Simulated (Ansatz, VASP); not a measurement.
## Two plane-wave programs on NaI

File POSCAR:

```
NaI
1.0
    5.3617265208      0.0000000000      0.0000000000
   -2.6808632604      4.6433913751      0.0000000000
    0.0000000000      0.0000000000      6.3969352801
Na I
2 2
Direct
    0.3333333333      0.6666666667      0.2500000000
    0.6666666667      0.3333333333      0.7500000000
    0.6666666667      0.3333333333      0.2500000000
    0.3333333333      0.6666666667      0.7500000000
```

The input INCAR.step1:

```
ALGO = Normal
EDIFF = 1E-4
ENCUT = 520
GGA = PE
ISMEAR = 0
LASPH = T
LCHARG = F
LREAL = F
LWAVE = T
NBANDS = 22
NELM = 80
PREC = Accurate
SIGMA = 0.01
```

The input INCAR.step2:

```
ALGO = Normal
EDIFF = 1E-7
ENCUT = 520
ISIF = 2
ISMEAR = 0
ISTART = 1
LASPH = T
LCHARG = T
LELF = T
LMIXTAU = T
LREAL = F
LVHAR = T
LWAVE = F
METAGGA = R2SCAN
NBANDS = 22
NELM = 80
PREC = Accurate
SIGMA = 0.01
```

KPOINTS

```
k-points
0
Gamma
  6 6 4
```

Input for Ansatz:

```yaml
crystal:
  lattice:
    - [5.3617265208, 0.0, 0.0]
    - [-2.6808632604, 4.6433913751, 0.0]
    - [0.0, 0.0, 6.3969352801]
  atoms:
    - { symbol: Na, position: [0.3333333333, 0.6666666667, 0.25] }
    - { symbol: Na, position: [0.6666666667, 0.3333333333, 0.75] }
    - { symbol: I, position: [0.6666666667, 0.3333333333, 0.25] }
    - { symbol: I, position: [0.3333333333, 0.6666666667, 0.75] }
kpoints:
  mp_grid: { grid: [6, 6, 4] }
hamiltonian:
  xc: r2scan
scf:
  occupations: { method: fixed }
  n_extra_bands: 5
output:
  forces: true
  stress: true
  eigenvalues: true
```

Alike in both runs: task single point; functional r2SCAN; k mesh 6 × 6 × 4; no spin polarisation.

|  | VASP | Ansatz |
| --- | --- | --- |
| version | VASP 6.6.1 | Ansatz 0.2.0 |
| potentials or method | VASP PAW PBE potentials, release 64 (Na_pv, I) | plane waves, PAW |
| plane-wave cutoff (eV) | 520 | 500 |
| occupations | gaussian, width 0.01 eV | fixed |
| valence electrons in the cell | 28 | 52 |

```csv
,VASP,Ansatz,Ansatz less VASP
gap on the k mesh at the Fermi level (eV),4.23,4.23,-0.003
pressure (GPa),0.4,0.4,+0.06
```

VASP's potentials were made for PBE, not for r2SCAN. VASP's potentials hold 28 valence electrons a cell and Ansatz's 52, so a difference there can come from the potentials and not from the codes.

Spin-orbit coupling is off throughout.
